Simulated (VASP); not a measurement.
# NaCl (Fm-3m) in VASP: a series of runs

NaCl is run at these levels: BLYP+D4, RPBE+D3(BJ); tasks: relaxation of cell and atoms, single point.

Program: VASP 6.6.1. These are calculated values, not measurements. Logs are shortened: lines on timing, memory, paths and dates and some standing lists are left out, and cuts for length are marked.

## 1. The cell of the first run

Symmetry: Fm-3m, No. 225, cubic system. Conventional cell: a = 5.588 Å, b = 5.588 Å, c = 5.588 Å, α = 90.00°, β = 90.00°, γ = 90.00°. Cl (site symmetry m-3m) has 6 Na at 2.79 Å within 3.7 Å. Na (site symmetry m-3m) has 6 Cl at 2.79 Å within 3.7 Å.

## 2. Relaxation of cell and atoms, BLYP+D4

INCAR

```
PREC     = Accurate       # precision mode
ENCUT    = 500            # plane-wave cutoff, eV
EDIFF    = 1E-7           # SCF threshold, eV
ISMEAR   = -1             # smearing method
SIGMA    = 0.05           # smearing width, eV
LREAL    = False          # projectors in reciprocal space
LASPH    = True           # aspherical terms in the spheres
NELM     = 120            # most SCF steps
ALGO     = Normal         # electronic algorithm
ISIF     = 3              # what is computed and relaxed
LWAVE    = False          # write WAVECAR
LCHARG   = False          # write CHGCAR
GGA      = B5             # functional
ALDAX    = 1.0          
AGGAX    = 1.0          
AGGAC    = 1.0          
ALDAC    = 0.0          
IVDW     = 13             # dispersion correction
VDW_S6   = 1.0          
VDW_S8   = 2.34076671   
VDW_A1   = 0.44488865   
VDW_A2   = 4.0933009    
IBRION   = 2              # ionic algorithm
NSW      = 80             # ionic steps
EDIFFG   = -0.005         # ionic threshold
GGA_COMPAT= False        
NELMIN   = 4
```

KPOINTS

```
regular mesh
0
Gamma
  8 8 8
```

POSCAR

```
NaCl
1.0
    0.0000000000      2.7940632177      2.7940632177
    2.7940632177      0.0000000000      2.7940632177
    2.7940632177      2.7940632177      0.0000000000
Cl Na
1 1
Direct
    0.5000000000      0.5000000000      0.5000000000
    0.0000000000      0.0000000000      0.0000000000
```

Potentials or basis: VASP PAW PBE potentials, release 64 (Cl, Na_pv).

Command:

```sh
> cat potpaw_PBE.64/Cl/POTCAR potpaw_PBE.64/Na_pv/POTCAR > POTCAR
> mpirun -np 1 vasp_std > vasp.out
```

OUTCAR:

```text
PREC = Accurate
   ENCUT = 500
   EDIFF = 1E-7
   ISMEAR = -1
   LREAL = False
   LASPH = True
   NELM = 120
   ISIF = 3
   GGA = B5
   IVDW = 13
   IBRION = 2
   NSW = 80
   EDIFFG = -0.005
   NELMIN = 4

 ion  position               nearest neighbor table
   1  0.500  0.500  0.500-
   2  0.000  0.000  0.000-

  LATTYP: Found a face centered cubic cell.
 ALAT       =     5.5881264354

  Lattice vectors:

 A1 = (   0.0000000000,   2.7940632177,   2.7940632177)
 A2 = (   2.7940632177,   0.0000000000,   2.7940632177)
 A3 = (   2.7940632177,   2.7940632177,   0.0000000000)

Analysis of symmetry for initial positions (statically):
=====================================================================
 Subroutine PRICEL returns:
 Original cell was already a primitive cell.

 Routine SETGRP: Setting up the symmetry group for a
 face centered cubic supercell.

 Subroutine GETGRP returns: Found 48 space group operations
 (whereof 48 operations were pure point group operations)
 out of a pool of 48 trial point group operations.

The static configuration has the point symmetry O_h .

Analysis of symmetry for dynamics (positions and initial velocities):
=====================================================================
 Subroutine PRICEL returns:
 Original cell was already a primitive cell.

 Routine SETGRP: Setting up the symmetry group for a
 face centered cubic supercell.

 Subroutine GETGRP returns: Found 48 space group operations
 (whereof 48 operations were pure point group operations)
 out of a pool of 48 trial point group operations.

The dynamic configuration has the point symmetry O_h .

 Subroutine INISYM returns: Found 48 space group operations
 (whereof 48 operations are pure point group operations),
 and found     1 'primitive' translations

----------------------------------------------------------------------------------------

                                     Primitive cell

  volume of cell :      43.6253

  direct lattice vectors                    reciprocal lattice vectors
     0.000000000  2.794063218  2.794063218    -0.178950854  0.178950854  0.178950854
     2.794063218  0.000000000  2.794063218     0.178950854 -0.178950854  0.178950854
     2.794063218  2.794063218  0.000000000     0.178950854  0.178950854 -0.178950854

  length of vectors
     3.951402097  3.951402097  3.951402097     0.309951972  0.309951972  0.309951972

  position of ions in fractional coordinates (direct lattice)
     0.500000000  0.500000000  0.500000000
     0.000000000  0.000000000  0.000000000

  ion indices of the primitive-cell ions
   primitive index   ion index
                 1           1
                 2           2

----------------------------------------------------------------------------------------

 KPOINTS: regular mesh

Automatic generation of k-mesh.
 Grid dimensions read from file:
 generate k-points for:    8    8    8

 Generating k-lattice:

  Cartesian coordinates                     Fractional coordinates (reciprocal lattice)
    -0.022368857  0.022368857  0.022368857     0.125000000  0.000000000  0.000000000
     0.022368857 -0.022368857  0.022368857     0.000000000  0.125000000  0.000000000
     0.022368857  0.022368857 -0.022368857     0.000000000  0.000000000  0.125000000

  Length of vectors
     0.038743996  0.038743996  0.038743996

  Shift w.r.t. Gamma in fractional coordinates (k-lattice)
     0.000000000  0.000000000  0.000000000

 Subroutine IBZKPT returns following result:
 ===========================================

 Found     29 irreducible k-points:

 Following reciprocal coordinates:
            Coordinates               Weight
  0.000000  0.000000  0.000000      1.000000
  0.125000  0.000000  0.000000      8.000000
  0.250000  0.000000  0.000000      8.000000
  0.375000  0.000000  0.000000      8.000000
  0.500000  0.000000  0.000000      4.000000
  0.125000  0.125000  0.000000      6.000000
[... 16 lines left out ...]
  0.500000  0.250000  0.125000     48.000000
 -0.375000  0.250000  0.125000     24.000000
 [... further k-points ...]
   k-points           NKPTS =     29   k-points in BZ     NKDIM =     29   number of bands    NBANDS=     11
   number of dos      NEDOS =    301   number of ions     NIONS =      2
   total plane-waves  NPLWV =  27000
   dimension x,y,z NGX =    30 NGY =   30 NGZ =   30
   dimension x,y,z NGXF=    60 NGYF=   60 NGZF=   60
   ions per type =               1   1
   NGX,Y,Z   is equivalent  to a cutoff of  12.62, 12.62, 12.62 a.u.
   NGXF,Y,Z  is equivalent  to a cutoff of  25.24, 25.24, 25.24 a.u.
 SYSTEM =  unknown system
   PREC   = accura    normal or accurate (medium, high low for compatibility)
   ISTART =      0    job   : 0-new  1-cont  2-samecut
   ICHARG =      2    charge: 1-file 2-atom 10-const
   ISPIN  =      1    spin polarized calculation?
   LNONCOLLINEAR =      F non collinear calculations
   LSORBIT =      F    spin-orbit coupling
   LASPH  =      T    aspherical Exc in radial PAW
   ENCUT  =  500.0 eV  36.75 Ry    6.06 a.u.   7.20  7.20  7.20*2*pi/ulx,y,z
   NELM   =    120;   NELMIN=  4; NELMDL= -5     # of ELM steps
   EDIFF  = 0.1E-06   stopping-criterion for ELM
   LREAL  =      F    real-space projection
   EDIFFG = -.5E-02   stopping-criterion for IOM
   NSW    =     80    number of steps for IOM
   IBRION =      2    ionic relax: 0-MD 1-quasi-New 2-CG
   NFREE  =      1    steps in history (QN), initial steepest desc. (CG)
   ISIF   =      3    stress and relaxation
   ISYM   =      2    0-nonsym 1-usesym 2-fastsym
   POTIM  = 0.5000    time-step for ionic-motion
   TEBEG  =    0.0;   TEEND  =   0.0 temperature during run
   PSTRESS=    0.0 pullay stress
   NELECT =      14.0000    total number of electrons
   NUPDOWN=      -1.0000    fix difference up-down
   EMIN   =  10.00;   EMAX   =-10.00  energy-range for DOS
   EFERMI =   0.00;   METHOD = LEGACY
   ISMEAR =    -1;   SIGMA  =   0.05  broadening in eV -4-tet -1-fermi 0-gaus
   EFERMI_NEDOS =   21; number of points for ismear=-14 and -15
   IALGO  =     38    algorithm
   IMIX   =      4    mixing-type and parameters
     AMIX     =   0.40;   BMIX     =  1.00
     AMIX_MAG =   1.60;   BMIX_MAG =  1.00
  volume/ion in A,a.u.               =      21.81       147.20
  Fermi-wavevector in a.u.,A,eV,Ry     =   1.120825  2.118053 17.092312  1.256249
  Thomas-Fermi vector in A             =   2.257475
   LORBIT       =      0    0 simple, 1 ext, 2 COOP (PROOUT), +10 PAW based schemes
   GGA     = B5    functional components
   LHFCALC =     F    Hartree Fock is set to
   AEXX    =    0.0000 exact exchange contribution
   IVDW    =    13    specifies the selected vdW correction
   LEPSILON=     F    determine dielectric tensor
   LRPA    =     F    only Hartree local field effects (RPA)
 conjugate gradient relaxation of ions
 non-spin polarized calculation
  energy-cutoff  :      500.00
  volume of cell :       43.63
 maximum number of plane-waves:      1124
 NGX is ok and might be reduce to    30
   NGX = 15   NGY = 15   NGZ = 15

--------------------------------------- Ionic step        1  -------------------------------------------

 number of electron      14.0000007 magnetization

 Free energy of the ion-electron system (eV)
  ---------------------------------------------------
  ext. energy  EPLUGINS =         0.00000000
  ---------------------------------------------------
  free energy    TOTEN  =        -6.36529911 eV

  energy without entropy =       -6.36529910  energy(sigma->0) =       -6.36529911

------------------------ aborting loop because EDIFF is reached ----------------------------------------

  DFT-D4 for vdW energy calculation

  Edisp (eV):   -0.36622

  FORCE on cell =-STRESS in cart. coord.  units (eV):
  Direction    XX          YY          ZZ          XY          YZ          ZX
  --------------------------------------------------------------------------------------
  -------------------------------------------------------------------------------------
  Total       0.17260     0.17260     0.17260     0.00000    -0.00000     0.00000
  in kB       6.33896     6.33896     6.33896     0.00000    -0.00000     0.00000
  external pressure =        6.34 kB  Pullay stress =        0.00 kB
[... 141 lines left out ...]
  energy  without entropy=       -6.7331709680  energy(sigma->0) =       -6.73317097

--------------------------------------- Ionic step        5  -------------------------------------------

 number of electron      13.9999998 magnetization

 Free energy of the ion-electron system (eV)
  ---------------------------------------------------
  ext. energy  EPLUGINS =         0.00000000
  ---------------------------------------------------
  free energy    TOTEN  =        -6.37772661 eV

  energy without entropy =       -6.37772661  energy(sigma->0) =       -6.37772661

 E-fermi :   0.6355     XC(G=0):  -7.8765

 val. band max:       -0.4238888544   @ k =   0.0000   0.0000   0.0000
 cond. band min:       4.7474703315   @ k =   0.0000   0.0000   0.0000
 fundamental gap:      5.1713591859
 Fermi energy:         0.6354801711

 k-point     1 :       0.0000    0.0000    0.0000
  band No.  band energies     occupation
      1     -21.5033      2.00000
      2     -21.5033      2.00000
      3     -21.5033      2.00000
      4     -13.0657      2.00000
      5      -0.4239      2.00000
      6      -0.4239      2.00000
      7      -0.4239      2.00000
      8       4.7475      0.00000
      9      10.7202      0.00000
     10      10.7202      0.00000
     11      10.7202      0.00000
[... 309 lines left out ...]
 k-point    24 :      -0.3750    0.2500    0.1250
  band No.  band energies     occupation
      1     -21.5264      2.00000
      2     -21.5114      2.00000
      3     -21.5076      2.00000
      4     -12.6941      2.00000
      5      -2.0743      2.00000
      6      -1.1835      2.00000
      7      -0.8372      2.00000
      8       8.0139      0.00000
      9       9.0740      0.00000
     10       9.9618      0.00000
     11      11.3051      0.00000

 [... further k-points ...]

------------------------ aborting loop because EDIFF is reached ----------------------------------------

  DFT-D4 for vdW energy calculation

  Edisp (eV):   -0.35583

  FORCE on cell =-STRESS in cart. coord.  units (eV):
  Direction    XX          YY          ZZ          XY          YZ          ZX
  --------------------------------------------------------------------------------------
  -------------------------------------------------------------------------------------
  Total       0.00121     0.00121     0.00121    -0.00000     0.00000     0.00000
  in kB       0.04360     0.04360     0.04360    -0.00000     0.00000     0.00000
  external pressure =        0.04 kB  Pullay stress =        0.00 kB
[... 17 lines left out ...]
  FREE ENERGIE OF THE ION-ELECTRON SYSTEM (eV)
  ---------------------------------------------------
  free  energy   TOTEN  =        -6.7335596539 eV

  energy  without entropy=       -6.7335596539  energy(sigma->0) =       -6.73355965

 reached required accuracy - stopping structural energy minimisation
```

It took 77 s on 1 thread of Intel Xeon 6975P-C, shared host; peak memory 0.16 GiB.

What came out:

- Free energy: -6.7336 eV
- Relaxed volume: 22.32 Å³/atom
- Relaxed cell: a = 3.982 Å, b = 3.982 Å, c = 3.982 Å, α = 60.00°, β = 60.00°, γ = 60.00°
- Space group after relaxing (to 0.05 Å): Fm-3m (No. 225)
- Energy gained by relaxing: 1.0 meV/atom
- Ionic steps: 5
- Pressure after relaxing: 0.0 GPa
- Band gap on the k mesh: 5.17 eV, direct
- Dispersion energy per atom: -0.178 eV

Step by step:
```csv
step,energy change (eV),largest force (eV/Å),pressure (GPa),volume (Å³)
1,0.0000,0.0000,0.63,43.63
2,-0.0016,0.0000,0.28,44.17
3,-0.0020,0.0000,0.09,44.48
4,-0.0017,0.0000,-0.28,45.11
5,-0.0020,0.0000,0.00,44.64
```

Final structure:
```
Cl Na
1.0
     0.00000    2.81556    2.81556
     2.81556    0.00000    2.81556
     2.81556    2.81556    0.00000
Cl Na
1 1
Direct
  0.50000 0.50000 0.50000
  0.00000 0.00000 0.00000
```

Caveat: the PAW data sets were made with another functional, which shifts forces and pressure a little.

## 3. Single point, RPBE+D3(BJ)

This run uses another cell than the first one, of 17.84 Å³/atom, 0.818 times its volume.

INCAR

```
PREC = Accurate ; ENCUT = 520
EDIFF = 1E-6 ; ISMEAR = -1
SIGMA = 0.05 ; LREAL = F
LASPH = T ; NELM = 60
ALGO = Normal ; ISIF = 2
LWAVE = F ; LCHARG = T
GGA = RP ; IVDW = 12
LELF = T ; LVHAR = T
NBANDS = 14
```

KPOINTS

```
Automatic mesh
0
Gamma
  8 8 8
```

POSCAR

```
NaCl
1.0
    0.0000000000      2.6128281421      2.6128281421
    2.6128281421      0.0000000000      2.6128281421
    2.6128281421      2.6128281421      0.0000000000
Cl Na
1 1
Direct
    0.5000000000      0.5000000000      0.5000000000
    0.0000000000      0.0000000000      0.0000000000
```

Potentials or basis: VASP PAW PBE potentials, release 64 (Cl, Na_pv).

Command:

```sh
> cat potpaw_PBE.64/Cl/POTCAR potpaw_PBE.64/Na_pv/POTCAR > POTCAR
> mpirun -np 1 vasp_std > vasp.out
```

OUTCAR:

```text
PREC = Accurate
   ENCUT = 520
   EDIFF = 1E-6
   ISMEAR = -1
   LREAL = F
   LASPH = T
   NELM = 60
   ISIF = 2
   GGA = RP
   IVDW = 12
 IVDW          = 12

 ion  position               nearest neighbor table
   1  0.500  0.500  0.500-   2 2.61   2 2.61   2 2.61   2 2.61   2 2.61   2 2.61
   2  0.000  0.000  0.000-   1 2.61   1 2.61   1 2.61   1 2.61   1 2.61   1 2.61

  LATTYP: Found a face centered cubic cell.
 ALAT       =     5.2256562842

  Lattice vectors:

 A1 = (   0.0000000000,   2.6128281421,   2.6128281421)
[... 594 lines left out ...]

 Edisp (eV)   -2.41462

 E8    (eV) :    -1.5135

  FORCE on cell =-STRESS in cart. coord.  units (eV):
  Direction    XX          YY          ZZ          XY          YZ          ZX
  --------------------------------------------------------------------------------------
  -------------------------------------------------------------------------------------
  Total       0.00052     0.00052     0.00052    -0.00000     0.00000     0.00000
  in kB       0.02324     0.02324     0.02324    -0.00000     0.00000     0.00000
  external pressure =        0.02 kB  Pullay stress =        0.00 kB

 VOLUME and BASIS-vectors are now :
 -----------------------------------------------------------------------------
  energy-cutoff  :      520.00
  volume of cell :       35.67
      direct lattice vectors                 reciprocal lattice vectors
     0.000000000  2.612828142  2.612828142    -0.191363524  0.191363524  0.191363524
     2.612828142  0.000000000  2.612828142     0.191363524 -0.191363524  0.191363524
     2.612828142  2.612828142  0.000000000     0.191363524  0.191363524 -0.191363524

 POSITION                                       TOTAL-FORCE (eV/Angst)
 -----------------------------------------------------------------------------------
      2.61283      2.61283      2.61283         0.000000      0.000000      0.000000
      0.00000      0.00000      0.00000        -0.000000     -0.000000     -0.000000
 -----------------------------------------------------------------------------------
    total drift:                                0.000000      0.000000      0.000000

  FREE ENERGIE OF THE ION-ELECTRON SYSTEM (eV)
  ---------------------------------------------------
  free  energy   TOTEN  =        -8.4188458954 eV

  energy  without entropy=       -8.4188458953  energy(sigma->0) =       -8.41884590
```

OSZICAR:

```text
N       E                     dE             d eps       ncg     rms          rms(c)
DAV:   1     0.102493697920E+03    0.10249E+03   -0.71233E+03   842   0.108E+03
DAV:   2     0.102897674838E+01   -0.10146E+03   -0.94158E+02   878   0.300E+02
DAV:   3    -0.607109614864E+01   -0.71001E+01   -0.70592E+01  1028   0.708E+01
DAV:   4    -0.617312361108E+01   -0.10203E+00   -0.10200E+00   914   0.895E+00
DAV:   5    -0.617511188341E+01   -0.19883E-02   -0.19882E-02  1084   0.130E+00    0.267E+00
DAV:   6    -0.600449500423E+01    0.17062E+00   -0.25900E-01   980   0.331E+00    0.212E+00
DAV:   7    -0.599559473378E+01    0.89003E-02   -0.10308E-01   998   0.223E+00    0.137E+00
DAV:   8    -0.600414416140E+01   -0.85494E-02   -0.15099E-02   896   0.110E+00    0.306E-01
DAV:   9    -0.600402292035E+01    0.12124E-03   -0.27018E-04  1010   0.148E-01    0.129E-01
DAV:  10    -0.600420823722E+01   -0.18532E-03   -0.26968E-04   902   0.163E-01    0.301E-02
DAV:  11    -0.600422361689E+01   -0.15380E-04   -0.24960E-05  1034   0.482E-02    0.464E-03
DAV:  12    -0.600422623819E+01   -0.26213E-05   -0.45999E-06   854   0.209E-02    0.276E-03
DAV:  13    -0.600422651584E+01   -0.27765E-06   -0.34539E-07  1020   0.455E-03
   1 F= -.84188459E+01 E0= -.84188459E+01  d E =-.306115E-10
```

stdout:

```text
POSCAR found type information on POSCAR ClNa
 POSCAR found :  2 types and       2 ions
 scaLAPACK will be used
 -----------------------------------------------------------------------------
|                                                                             |
|                                                                             |
|     You enforced a specific xc type in the INCAR file but a different       |
|     I HOPE YOU KNOW WHAT YOU ARE DOING!                                     |
|                                                                             |
 -----------------------------------------------------------------------------

 LDA part: xc-table for (Slater+PW92), standard interpolation
 POSCAR, INCAR and KPOINTS ok, starting setup
 FFT: planning ... GRIDC
 FFT: planning ... GRID_SOFT
 FFT: planning ... GRID
 WAVECAR not read
 entering main loop
```

Run time: 15 s. Hardware: 1 thread of Intel Xeon 6975P-C, shared host; peak memory 0.16 GiB.

What came out:

| Item | Value |
| --- | --- |
| Free energy | -8.4188 eV |
| Pressure | 0.0 GPa |
| Band gap on the k mesh | 6.47 eV, direct |
| Dispersion energy per atom | -1.207 eV |

Caveat: the PAW data sets were made with another functional, which shifts forces and pressure a little.
